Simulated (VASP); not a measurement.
CdS (Hawleyite), 2 atoms in the cell. The typed cell holds 2 atoms: a = 4.009 Å, b = 4.177 Å, c = 4.070 Å, α = 57.57°, β = 58.84°, γ = 57.95°. 

* Program: VASP 6.6.1
* Task: single point
* Functional: PBE
* Potentials or basis: VASP PAW PBE potentials, release 64 (Cd, S)
* Cutoff: 520 eV
* k mesh: 4 × 4 × 4
* Occupations: gaussian, width 0.01 eV
* Spin: no spin polarisation
* Dipole correction: no
* Further INCAR settings: ALGO = Normal; EDIFF = 1e-06; NBANDS = 16

Potentials or basis: VASP PAW PBE potentials, release 64 (Cd, S).

Command:

```bash
$ cat potpaw_PBE.64/Cd/POTCAR potpaw_PBE.64/S/POTCAR > POTCAR
$ mpirun -np 1 vasp_std > vasp.out
```

Hardware: 1 thread of AMD EPYC 7R13 (shared host).

Q: How long does it take, and how much memory?

A: Run time: 50 s on 1 thread of AMD EPYC 7R13 (shared host), peak memory 0.15 GiB. Counts: scf iterations 14, k points 36.
